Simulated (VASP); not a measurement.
# Be2As (R-3m) in VASP: notebook

The runs below take Be2As through single point, relaxation of cell and atoms, with PBE.

Program: VASP 6.6.1. These are calculated values, not measurements. Logs are shortened: lines on timing, memory, paths and dates and some standing lists are left out, and cuts for length are marked.

## Step 1: The cell of the first run

It takes space group R-3m (No. 166, trigonal). The conventional cell has a = 3.555 Å, b = 3.555 Å, c = 8.774 Å, α = 90.00°, β = 90.00°, γ = 120.00°. Within 2.9 Å of Be (site symmetry 3m) lie 4 As at 2.18 Å and 6 Be at 2.51 to 2.53 Å. As (site symmetry -3m) has 8 Be at 2.18 Å within 2.9 Å.

## Step 2: Single point, PBE

INCAR

```
SYSTEM = Be2As
PREC     = Accurate       ! precision mode
ENCUT    = 520            ! plane-wave cutoff, eV
EDIFF    = 1E-6           ! SCF threshold, eV
ISMEAR   = 0              ! smearing method
SIGMA    = 0.1            ! smearing width, eV
LREAL    = .False.        ! projectors in reciprocal space
LASPH    = .True.         ! aspherical terms in the spheres
NELM     = 80             ! most SCF steps
ALGO     = Fast           ! electronic algorithm
ISIF     = 2              ! what is computed and relaxed
LWAVE    = .False.        ! write WAVECAR
LCHARG   = .True.         ! write CHGCAR
GGA      = PE             ! functional
LELF     = .True.         ! ELF
LVHAR    = .True.       
NBANDS   = 12             ! bands
```

KPOINTS

```
regular mesh
0
Gamma
  6 6 6
  0 0 0
```

POSCAR

```
Be2As
1.0
    1.7775000000      1.0262401000      2.9245453200
   -1.7775000000      1.0262401000      2.9245453200
    0.0000000000     -2.0524802100      2.9245453200
Be As
2 1
Direct
    0.2487566200      0.2487566200      0.2487566200
    0.7512433800      0.7512433800      0.7512433800
    0.0000000000      0.0000000000      0.0000000000
```

Potentials or basis: VASP PAW PBE potentials, release 64 (Be, As).

Run with:

```bash
$ cat potpaw_PBE.64/Be/POTCAR potpaw_PBE.64/As/POTCAR > POTCAR
$ mpirun -np 1 vasp_std > vasp.out
```

OUTCAR:

```text
SYSTEM = Be2As
   PREC = Accurate
   ENCUT = 520
   EDIFF = 1E-6
   ISMEAR = 0
   LREAL = .False.
   LASPH = .True.
   NELM = 80
   ISIF = 2
   GGA = PE

 ion  position               nearest neighbor table
   1  0.249  0.249  0.249-   3 2.18   3 2.18   3 2.18   3 2.18
   2  0.751  0.751  0.751-   3 2.18   3 2.18   3 2.18   3 2.18
   3  0.000  0.000  0.000-   2 2.18   2 2.18   1 2.18   1 2.18   2 2.18   1 2.18   2 2.18   1 2.18

  LATTYP: Found a trigonal (rhomboedric) cell.
 ALAT       =     3.5729036261
 COS(alpha) =     0.5049983914

  Lattice vectors:

 A1 = (   1.7775000000,   1.0262401000,   2.9245453200)
 A2 = (  -1.7775000000,   1.0262401000,   2.9245453200)
 A3 = (   0.0000000000,  -2.0524802100,   2.9245453200)

Analysis of symmetry for initial positions (statically):
=====================================================================
 Subroutine PRICEL returns:
 Original cell was already a primitive cell.

 Routine SETGRP: Setting up the symmetry group for a
 trigonal (rhombohedral) supercell.

 Subroutine GETGRP returns: Found 12 space group operations
 (whereof 12 operations were pure point group operations)
 out of a pool of 12 trial point group operations.

The static configuration has the point symmetry D_3d.

Analysis of symmetry for dynamics (positions and initial velocities):
=====================================================================
 Subroutine PRICEL returns:
 Original cell was already a primitive cell.

 Routine SETGRP: Setting up the symmetry group for a
 trigonal (rhombohedral) supercell.

 Subroutine GETGRP returns: Found 12 space group operations
 (whereof 12 operations were pure point group operations)
 out of a pool of 12 trial point group operations.

The dynamic configuration has the point symmetry D_3d.

 Subroutine INISYM returns: Found 12 space group operations
 (whereof 12 operations are pure point group operations),
 and found     1 'primitive' translations

----------------------------------------------------------------------------------------

                                     Primitive cell

  volume of cell :      32.0087

  direct lattice vectors                    reciprocal lattice vectors
     1.777500000  1.026240100  2.924545320     0.281293952  0.162405139  0.113977832
    -1.777500000  1.026240100  2.924545320    -0.281293952  0.162405139  0.113977832
     0.000000000 -2.052480210  2.924545320     0.000000000 -0.324810278  0.113977831

  length of vectors
     3.572903626  3.572903626  3.572903629     0.344227632  0.344227632  0.344227632

  position of ions in fractional coordinates (direct lattice)
     0.248756620  0.248756620  0.248756620
     0.751243380  0.751243380  0.751243380
     0.000000000  0.000000000  0.000000000

  ion indices of the primitive-cell ions
   primitive index   ion index
                 1           1
                 2           2
                 3           3

----------------------------------------------------------------------------------------

 KPOINTS: regular mesh

Automatic generation of k-mesh.
 Grid dimensions read from file:
 generate k-points for:    6    6    6

 Generating k-lattice:

  Cartesian coordinates                     Fractional coordinates (reciprocal lattice)
     0.046882325  0.027067523  0.018996305     0.166666667 -0.000000000 -0.000000000
    -0.046882325  0.027067523  0.018996305    -0.000000000  0.166666667 -0.000000000
     0.000000000 -0.054135046  0.018996305     0.000000000  0.000000000  0.166666667

  Length of vectors
     0.057371272  0.057371272  0.057371272

  Shift w.r.t. Gamma in fractional coordinates (k-lattice)
     0.000000000  0.000000000  0.000000000

 Subroutine IBZKPT returns following result:
 ===========================================

 Found     32 irreducible k-points:

 Following reciprocal coordinates:
            Coordinates               Weight
  0.000000  0.000000  0.000000      1.000000
  0.166667  0.000000 -0.000000      6.000000
  0.333333 -0.000000  0.000000      6.000000
  0.500000  0.000000 -0.000000      3.000000
  0.166667  0.166667 -0.000000      6.000000
  0.333333  0.166667 -0.000000     12.000000
[... 16 lines left out ...]
  0.500000  0.500000  0.166667      6.000000
 -0.333333  0.500000  0.166667     12.000000
 [... further k-points ...]
   k-points           NKPTS =     32   k-points in BZ     NKDIM =     32   number of bands    NBANDS=     12
   number of dos      NEDOS =    301   number of ions     NIONS =      3
   total plane-waves  NPLWV =  21952
   dimension x,y,z NGX =    28 NGY =   28 NGZ =   28
   dimension x,y,z NGXF=    56 NGYF=   56 NGZF=   56
   ions per type =               2   1
   NGX,Y,Z   is equivalent  to a cutoff of  13.03, 13.03, 13.03 a.u.
   NGXF,Y,Z  is equivalent  to a cutoff of  26.06, 26.06, 26.06 a.u.
 SYSTEM =  Be2As
   PREC   = accura    normal or accurate (medium, high low for compatibility)
   ISTART =      0    job   : 0-new  1-cont  2-samecut
   ICHARG =      2    charge: 1-file 2-atom 10-const
   ISPIN  =      1    spin polarized calculation?
   LNONCOLLINEAR =      F non collinear calculations
   LSORBIT =      F    spin-orbit coupling
   LASPH  =      T    aspherical Exc in radial PAW
   ENCUT  =  520.0 eV  38.22 Ry    6.18 a.u.   6.64  6.64  6.64*2*pi/ulx,y,z
   NELM   =     80;   NELMIN=  2; NELMDL= -5     # of ELM steps
   EDIFF  = 0.1E-05   stopping-criterion for ELM
   LREAL  =      F    real-space projection
   EDIFFG = 0.1E-04   stopping-criterion for IOM
   NSW    =      0    number of steps for IOM
   IBRION =     -1    ionic relax: 0-MD 1-quasi-New 2-CG
   NFREE  =      0    steps in history (QN), initial steepest desc. (CG)
   ISIF   =      2    stress and relaxation
   ISYM   =      2    0-nonsym 1-usesym 2-fastsym
   POTIM  = 0.5000    time-step for ionic-motion
   TEBEG  =    0.0;   TEEND  =   0.0 temperature during run
   PSTRESS=    0.0 pullay stress
   NELECT =       9.0000    total number of electrons
   NUPDOWN=      -1.0000    fix difference up-down
   EMIN   =  10.00;   EMAX   =-10.00  energy-range for DOS
   EFERMI =   0.00;   METHOD = LEGACY
   ISMEAR =     0;   SIGMA  =   0.10  broadening in eV -4-tet -1-fermi 0-gaus
   EFERMI_NEDOS =   21; number of points for ismear=-14 and -15
   IALGO  =     68    algorithm
   IMIX   =      4    mixing-type and parameters
     AMIX     =   0.40;   BMIX     =  1.00
     AMIX_MAG =   1.60;   BMIX_MAG =  1.00
  volume/ion in A,a.u.               =      10.67        72.00
  Fermi-wavevector in a.u.,A,eV,Ry     =   1.072506  2.026742 15.650352  1.150268
  Thomas-Fermi vector in A             =   2.208278
   LORBIT       =      0    0 simple, 1 ext, 2 COOP (PROOUT), +10 PAW based schemes
   GGA     = PE    functional components
   LHFCALC =     F    Hartree Fock is set to
   AEXX    =    0.0000 exact exchange contribution
   IVDW    =     0    specifies the selected vdW correction
   LEPSILON=     F    determine dielectric tensor
   LRPA    =     F    only Hartree local field effects (RPA)
 non-spin polarized calculation
 RMM-DIIS sequential band-by-band and
 Gauss-broadening in eV      SIGMA  =   0.10
  energy-cutoff  :      520.00
  volume of cell :       32.01
 maximum number of plane-waves:       887
 NGX is ok and might be reduce to    28
   NGX = 13   NGY = 13   NGZ = 13

 number of electron       9.0000000 magnetization

 Free energy of the ion-electron system (eV)
  ---------------------------------------------------
  ext. energy  EPLUGINS =         0.00000000
  ---------------------------------------------------
  free energy    TOTEN  =       -10.31905391 eV

  energy without entropy =      -10.31601869  energy(sigma->0) =      -10.31753630

 E-fermi :   8.9439     XC(G=0): -10.8644

 val. band max:        8.8993165091   @ k =   0.5000   0.5000   0.3333
 cond. band min:       9.2285067884   @ k =   0.5000   0.0000  -0.0000
 fundamental gap:      0.3291902794
 Fermi energy:         8.9438846298

 k-point     1 :       0.0000    0.0000    0.0000
  band No.  band energies     occupation
      1      -7.5099      2.00000
      2       6.8828      2.00000
      3       7.0180      2.00000
      4       7.0180      2.00000
      5       8.3336      2.00000
      6       8.4536      2.00000
      7       8.4536      2.00000
      8      11.9413      0.00000
      9      15.4955      0.00000
     10      15.4955      0.00000
     11      15.6135      0.00000
     12      16.3977      0.00000

 k-point     2 :       0.1667    0.0000   -0.0000
  band No.  band energies     occupation
      1      -7.1491      2.00000
      2       3.8142      2.00000
      3       5.9603      2.00000
      4       6.0733      2.00000
      5       9.4204      0.00000
      6       9.4879      0.00000
      7       9.7327      0.00000
      8      13.4437      0.00000
      9      14.2690      0.00000
     10      14.2726      0.00000
     11      16.0267      0.00000
     12      17.3564      0.00000

 k-point     3 :       0.3333   -0.0000    0.0000
  band No.  band energies     occupation
      1      -6.1713      2.00000
      2       0.4638      2.00000
      3       5.1217      2.00000
      4       5.2264      2.00000
      5       9.5534      0.00000
      6       9.5819      0.00000
      7      10.0015      0.00000
      8      14.2918      0.00000
      9      15.5114      0.00000
     10      15.6451      0.00000
     11      17.3013      0.00000
     12      21.5160      0.00000
[... 286 lines left out ...]
 k-point    23 :       0.5000    0.5000    0.1667
  band No.  band energies     occupation
      1      -4.9127      2.00000
      2       0.3224      2.00000
      3       1.6422      2.00000
      4       2.8208      2.00000
      5       8.0696      2.00000
      6       9.7029      0.00000
      7      14.5882      0.00000
      8      15.2996      0.00000
      9      18.6262      0.00000
     10      18.7908      0.00000
     11      19.0378      0.00000
     12      21.7557      0.00000

 k-point    24 :      -0.3333    0.5000    0.1667
  band No.  band energies     occupation
      1      -4.5390      2.00000
      2       0.3232      2.00000
      3       1.4552      2.00000
      4       1.5259      2.00000
      5       9.7333      0.00000
      6       9.9756      0.00000
      7      13.7441      0.00000
      8      14.8500      0.00000
      9      17.1535      0.00000
     10      18.9094      0.00000
     11      20.2042      0.00000
     12      21.7073      0.00000

 [... further k-points ...]

------------------------ aborting loop because EDIFF is reached ----------------------------------------

  FORCE on cell =-STRESS in cart. coord.  units (eV):
  Direction    XX          YY          ZZ          XY          YZ          ZX
  --------------------------------------------------------------------------------------
  -------------------------------------------------------------------------------------
  Total        6.1992526      6.1992526      6.0938943      0.0000000     -0.0000000      0.0000000
  in kB      310.2999611    310.2999610    305.0263113      0.0000000     -0.0000003      0.0000000
  external PRESSURE =     308.5420778 kB  Pullay stress =       0.0000000 kB

 VOLUME and BASIS-vectors are now :
 -----------------------------------------------------------------------------
  energy-cutoff  :      520.00
  volume of cell :       32.01
      direct lattice vectors                 reciprocal lattice vectors
     1.777500000  1.026240100  2.924545320     0.281293952  0.162405139  0.113977832
    -1.777500000  1.026240100  2.924545320    -0.281293952  0.162405139  0.113977832
     0.000000000 -2.052480210  2.924545320     0.000000000 -0.324810278  0.113977831

 POSITION                                       TOTAL-FORCE (eV/Angst)
 -----------------------------------------------------------------------------------
      0.00000     -0.00000      2.18250        -0.000000      0.000000     -0.028090
      0.00000     -0.00000      6.59114        -0.000000     -0.000000      0.028090
      0.00000      0.00000      0.00000         0.000000     -0.000000      0.000000
 -----------------------------------------------------------------------------------
    total drift:                               -0.000000     -0.000000      0.000000

  FREE ENERGIE OF THE ION-ELECTRON SYSTEM (eV)
  ---------------------------------------------------
  free  energy   TOTEN  =       -10.3190539098 eV

  energy  without entropy=      -10.3160186914  energy(sigma->0) =      -10.31753630
```

Run time: 20 s. Hardware: 1 thread of Oxide Virtual Turin-like, shared host; peak memory 0.12 GiB.

Results:

- Free energy: -10.3191 eV
- Pressure: 30.9 GPa
- Largest force: 0.028 eV/Å
- Band gap on the k mesh: zero (an odd number of electrons rules out a gap without spin polarisation)

Forces on the atoms (eV/Å):
```
Be   0.000  0.000 -0.028
Be   0.000  0.000  0.028
As   0.000  0.000  0.000
```

Stress tensor (GPa, compression positive):
```
31.03  0.00  0.00
 0.00 31.03  0.00
 0.00  0.00 30.50
```

Caveat: the k points lie up to 0.36 Å⁻¹ apart, too coarse for converged energies and pressures of a metal.

## Step 3: Relaxation of cell and atoms, PBE

INCAR

```
PREC = Accurate
ENCUT = 600
EDIFF = 1E-7
ISMEAR = 0
SIGMA = 0.1
LREAL = F
LASPH = T
NELM = 100
ALGO = Normal
ISIF = 3
LWAVE = F
LCHARG = F
GGA = PE
IBRION = 2
NSW = 90
EDIFFG = -0.04
```

KPOINTS

```
Automatic mesh
0
Gamma
  6 6 6
```

POSCAR is that of step 2.

Potentials or basis: VASP PAW PBE potentials, release 64 (Be, As).

Run with:

```bash
$ cat potpaw_PBE.64/Be/POTCAR potpaw_PBE.64/As/POTCAR > POTCAR
$ mpirun -np 1 vasp_std > vasp.out
```

Wall time 4.2 min (1 thread of Oxide Virtual Turin-like, shared host); peak memory 0.14 GiB.

The run converged. Its results:

- Free energy: -11.2034 eV
- Relaxed volume: 13.27 Å³/atom
- Relaxed cell: a = 4.116 Å, b = 4.116 Å, c = 4.116 Å, α = 51.82°, β = 51.82°, γ = 51.82°
- Space group after relaxing (to 0.1 Å): R-3m (No. 166)
- Energy gained by relaxing: 294.8 meV/atom
- Ionic steps: 32
- Pressure after relaxing: -0.2 GPa
- Largest force after relaxing: 0.018 eV/Å
- Band gap on the k mesh: zero (an odd number of electrons rules out a gap without spin polarisation)

Forces in eV/Å, atoms in the order of the input:
```
Be   0.000  0.000 -0.018
Be   0.000  0.000  0.018
As   0.000  0.000  0.000
```

Step by step:
```
step  energy change (eV)  largest force (eV/Å)  pressure (GPa)  volume (Å³)
   1              0.0000                0.0281           30.85        32.01
   2             -0.6294                0.0446           -3.03        42.50
   3             -0.6501                0.0239            0.05        40.35
   4             -0.6499                0.0268           -0.24        40.53
   5             -0.6505                0.0417            0.01        40.42
   6             -0.6508                0.0585            0.34        40.28
   7             -0.6512                0.0688            0.38        40.30
   8             -0.6529                0.1009            0.50        40.36
   9             -0.6583                0.1610            0.62        40.48
  10             -0.6735                0.2040            0.42        40.71
  11             -0.7376                0.3950           -0.44        41.11
  12             -0.8494                0.1158           -2.87        41.71
  13             -0.8512                0.2400           -2.41        41.58
  14             -0.8533                0.1974           -2.57        41.62
  15             -0.8534                0.1919           -2.59        41.62
  16             -0.8536                0.1767           -2.62        41.63
  17             -0.8539                0.1767           -2.61        41.62
  18             -0.8547                0.1768           -2.55        41.58
  19             -0.8563                0.1768           -2.41        41.50
  20             -0.8592                0.1768           -2.15        41.33
  21             -0.8643                0.1765           -1.62        41.01
  22             -0.8712                0.1752           -0.51        40.38
  23             -0.8713                0.1862            1.87        39.12
  24             -0.8735                0.1769            0.70        39.73
  25             -0.8753                0.1639            0.64        39.73
  26             -0.8793                0.1257            0.49        39.73
  27             -0.8813                0.0544            0.20        39.73
  28             -0.8815                0.0721            0.27        39.73
  29             -0.8827                0.0510            0.00        39.83
  30             -0.8836                0.0227           -0.44        39.98
  31             -0.8836                0.0181           -0.51        40.01
  32             -0.8843                0.0180           -0.24        39.82
```

Final structure:
```
CELL_PARAMETERS angstrom
1.79845 1.03834 3.55359
-1.79845 1.03834 3.55359
0.00000 -2.07667 3.55359
ATOMIC_POSITIONS crystal
Be 0.22446 0.22446 0.22446
Be 0.77554 0.77554 0.77554
As 0.00000 0.00000 0.00000
```

Levels at points of the mesh, in eV from the Fermi level:
| k point | band 1 | band 2 | band 3 | band 4 | band 5 | band 6 | band 7 | band 8 |
| --- | --- | --- | --- | --- | --- | --- | --- | --- |
| (0.00, 0.00, 0.00) | -13.82 | -3.08 | -1.46 | 0.06 | 0.06 | 1.60 | 1.60 | 3.11 |
| (0.50, 0.00, 0.00) | -11.91 | -7.43 | -3.80 | -1.72 | -0.09 | 0.77 | 2.01 | 4.91 |
| (0.50, 0.50, 0.00) | -11.53 | -6.92 | -5.25 | -3.57 | -1.76 | 1.19 | 7.17 | 7.55 |
| (0.50, 0.50, 0.50) | -12.79 | -8.34 | -1.42 | -1.42 | 3.04 | 3.42 | 3.42 | 6.23 |

Caveat: the k points lie up to 0.35 Å⁻¹ apart in the final cell, too coarse for converged energies and pressures of a metal; the volume moved by over 15 % at a fixed basis, so the end points are rough.

The gap in the log of VASP goes by the Fermi energy; the results here count the filled bands.